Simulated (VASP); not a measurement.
A run of VASP 6.6.1 is set up as follows.

INCAR

```
SYSTEM = Pt
ALGO     = Normal         ! electronic algorithm
EDIFF    = 1E-8           ! SCF threshold, eV
ENCUT    = 400            ! plane-wave cutoff, eV
GGA      = PS             ! functional
GGA_COMPAT= .False.      
ISIF     = 2              ! what is computed and relaxed
ISMEAR   = -1             ! smearing method
LASPH    = .True.         ! aspherical terms in the spheres
LCHARG   = .False.        ! write CHGCAR
LEFG     = .True.       
LREAL    = .False.        ! projectors in reciprocal space
LWAVE    = .False.        ! write WAVECAR
NBANDS   = 11             ! bands
NELM     = 120            ! most SCF steps
PREC     = Accurate       ! precision mode
SIGMA    = 0.1            ! smearing width, eV
```

File KPOINTS:

```
k-points
0
Gamma
  6 6 6
  0 0 0
```

Contents of POSCAR:

```
Pt
1.0
   -1.5842200000      1.5842200000      1.5842200000
    1.5842200000     -1.5842200000      1.5842200000
    1.5842200000      1.5842200000     -1.5842200000
Pt
1
Direct
    0.0000000000      0.0000000000      0.0000000000
```

Potentials or basis: VASP PAW PBE potentials, release 64 (Pt).

Command:

```console
$ cat potpaw_PBE.64/Pt/POTCAR > POTCAR
$ mpirun -np 1 vasp_std > vasp.out
```

(1) Predict the pressure.

(2) Estimate the band gap on the k mesh.

Answers

(1) -10.4 GPa.

(2) zero (bands 5 and 6 overlap by 1.90 eV).

Caveat: the k points lie up to 0.47 Å⁻¹ apart, too coarse for converged energies and pressures of a metal; the PAW data sets were made with another functional, which shifts forces and pressure a little; spin-orbit coupling is left out, which moves the levels of the heavy elements.
